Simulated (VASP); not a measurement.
The system is CoO.

```
Co O
1.0
     3.19765    0.00000    0.00000
    -1.59882    2.76924    0.00000
     0.00000    0.00000    5.22871
Co O
2 2
Direct
  0.33333 0.66667 0.50336
  0.00000 0.00000 0.00347
  0.33333 0.66667 0.87156
  0.00000 0.00000 0.37161
```

Base run:

| Item | Value |
| --- | --- |
| Program | VASP 6.6.1 |
| Functional | PBE |
| Potentials or basis | VASP PAW PBE potentials, release 64 (Co, O) |
| Cutoff | 520 eV |
| k mesh | 8 × 8 × 5 |
| Occupations | fermi-dirac, width 0.05 eV |
| Spin | collinear spin, ferromagnetic start |
| Starting moments | [4.0, 4.0, 0.0, 0.0] μB |
| Fixed moment | 8 μB |

Its results: pressure 13.7 GPa; site moments Co +2.98; O +0.60 μB; largest force 0.188 eV/Å.

Problem. The run is repeated on the same cell with these changes: fixed moment from 8 μB to 6 μB; moments at the start from [4.0, 4.0, 0.0, 0.0] to [3.0, 3.0, 0.0, 0.0]. What comes out?

Solution. Pressure 2.3 GPa; site moments Co +2.55; O +0.33 μB; largest force 0.297 eV/Å.

Caveats: the total moment is fixed, so each spin has its own Fermi level.
